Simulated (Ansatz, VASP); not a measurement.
P in VASP and in Ansatz

File POSCAR:

```
P
1.0
    3.2904850389      0.0000000000      0.0000000000
    0.0000000000     34.8586005468      0.0000000000
    0.0000000000      0.0000000000      4.6361280313
P
4
Direct
    0.0000000000      0.9701265427      0.5914832093
    0.0000000000      0.0298734573      0.4085167907
    0.5000000000      0.0298734573      0.0914832093
    0.5000000000      0.9701265427      0.9085167907
```

INCAR.step1

```
SYSTEM = P
  ALGO = Normal
  EDIFF = 1E-4
  ENCUT = 520
  GGA = PE
  ISMEAR = 0
  LASPH = .True.
  LCHARG = .False.
  LREAL = .False.
  LWAVE = .True.
  NBANDS = 18
  NELM = 60
  PREC = Accurate
  SIGMA = 0.02
```

The input INCAR.step2:

```
SYSTEM = P
  ALGO = Normal
  EDIFF = 1E-7
  ENCUT = 520
  ISIF = 2
  ISMEAR = 0
  ISTART = 1
  LASPH = .True.
  LCHARG = .False.
  LMIXTAU = .True.
  LREAL = .False.
  LWAVE = .False.
  METAGGA = R2SCAN
  NBANDS = 18
  NELM = 60
  PREC = Accurate
  SIGMA = 0.02
```

File KPOINTS:

```
k-points
0
Gamma
  8 1 6
  0 0 0
```

Input for Ansatz:

```yaml
crystal:
  lattice:
    - [3.2904850389, 0.0, 0.0]
    - [0.0, 34.8586005468, 0.0]
    - [0.0, 0.0, 4.6361280313]
  atoms:
    - { symbol: P, position: [0.0, 0.9701265427, 0.5914832093] }
    - { symbol: P, position: [0.0, 0.0298734573, 0.4085167907] }
    - { symbol: P, position: [0.5, 0.0298734573, 0.0914832093] }
    - { symbol: P, position: [0.5, 0.9701265427, 0.9085167907] }
basis:
  ecutwfc: 500
kpoints:
  mp_grid: { grid: [8, 1, 6] }
hamiltonian:
  xc: r2scan
scf:
  occupations: { method: gaussian, width: 0.02 }
output:
  forces: true
  stress: true
  eigenvalues: true
```

Alike in both runs: task single point; functional r2SCAN; k mesh 8 × 1 × 6; occupations gaussian, width 0.02 eV; no spin polarisation.

|  | VASP | Ansatz |
| --- | --- | --- |
| version | VASP 6.6.1 | Ansatz 0.2.0 |
| potentials or method | VASP PAW PBE potentials, release 64 (P), cutoff 520 eV | scalar-relativistic, plane waves, PAW |
| valence electrons in the cell | 20 | 20 |

|  | VASP | Ansatz | Ansatz less VASP |
| --- | --- | --- | --- |
| gap on the k mesh at the Fermi level (eV) | 1.12 | 1.10 | -0.028 |
| least direct gap on the mesh (eV) | 1.12 | 1.10 | -0.028 |
| rms of the force components (eV/Å) | 0.057 | 0.000 | -0.0571 |

VASP's potentials were made for PBE, not for r2SCAN. Atom by atom the forces differ by 0.057 eV/Å (rms over components). With one functional, cell and mesh, what is left measures potentials, basis and numerics.
